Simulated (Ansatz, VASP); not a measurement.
**Cu in VASP and in Ansatz**

Contents of INCAR:

```
SYSTEM = Cu
  PREC = Accurate
  ENCUT = 520
  EDIFF = 1E-7
  ISMEAR = -1
  SIGMA = 0.05
  LREAL = .FALSE.
  LASPH = .TRUE.
  NELM = 60
  ALGO = Normal
  ISIF = 2
  LWAVE = .FALSE.
  LCHARG = .TRUE.
  GGA = PE
  LELF = .TRUE.
  LVHAR = .TRUE.
  NBANDS = 12
```

KPOINTS

```
Automatic mesh
0
G
  17 17 17
  0 0 0
```

The input POSCAR:

```
Cu
1.0
    0.0000000000      1.7887153358      1.7887153358
    1.7887153358      0.0000000000      1.7887153358
    1.7887153358      1.7887153358      0.0000000000
Cu
1
Direct
    0.0000000000      0.0000000000      0.0000000000
```

Input for Ansatz:

```yaml
crystal:
  lattice:
    - [0.0, 1.7887153358, 1.7887153358]
    - [1.7887153358, 0.0, 1.7887153358]
    - [1.7887153358, 1.7887153358, 0.0]
  atoms:
    - { symbol: Cu, position: [0.0, 0.0, 0.0] }
kpoints:
  mp_grid: { grid: [17, 17, 17] }
  band_path:
    path:
      - [0.0, 0.0, 0.0]
      - [0.5, 0.0, 0.5]
      - [0.625, 0.25, 0.625]
      - [0.375, 0.375, 0.75]
      - [0.0, 0.0, 0.0]
      - [0.5, 0.5, 0.5]
      - [0.5, 0.25, 0.75]
      - [0.5, 0.0, 0.5]
    npoints: 5
scf:
  occupations: { method: fermi_dirac, width: 0.05 }
hamiltonian:
  xc: pbe
  pseudopotentials: { kind: all_electron, lapw: { basis_error: 0.00025 } }
output:
  forces: true
  stress: true
  eigenvalues: true
```

Alike in both runs: task single point; functional PBE; k mesh 17 × 17 × 17; occupations fermi-dirac, width 0.05 eV; no spin polarisation.

```csv
,VASP,Ansatz
version,VASP 6.6.1,Ansatz 0.2.0
potentials or method,"VASP PAW PBE potentials, release 64 (Cu), cutoff 520 eV","all-electron LAPW, scalar-relativistic"
```

VASP gave:

```
pressure (GPa) : 7.2
```

Which values does Ansatz return?

Pressure (GPa): 6.6.

Ansatz ran all-electron here, and VASP with PAW potentials.
